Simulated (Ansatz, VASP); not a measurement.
# Two plane-wave programs on GaSb3

```
Ga Sb
1.0
     4.85369    0.00000    0.00000
     0.00000    4.85369    0.00000
     0.00000    0.00000    4.85369
Ga Sb
1 3
Direct
  0.00000 0.00000 0.00000
  0.50000 0.00000 0.50000
  0.00000 0.50000 0.50000
  0.50000 0.50000 0.00000
```

Alike in both runs: task single point; functional PBEsol; k mesh 10 × 10 × 10; occupations gaussian, width 0.1 eV; no spin polarisation.

```csv
,VASP,Ansatz
version,VASP 6.6.1,Ansatz 0.2.0
potentials or method,"VASP PAW PBE potentials, release 64 (Ga_d, Sb), cutoff 520 eV","scalar-relativistic, plane waves, PAW"
valence electrons in the cell,28,58
```

```csv
,VASP,Ansatz,Ansatz less VASP
gap on the k mesh at the Fermi level (eV),none,none,-
pressure (GPa),-6.1,-6.1,+0.06
```

VASP's potentials were made for PBE, not for PBEsol. A gap of «none» marks a metal or a gap that the smearing closes. VASP's potentials hold 28 valence electrons a cell and Ansatz's 58, so a difference there can come from the potentials and not from the codes.

Neither program's run includes spin-orbit coupling.
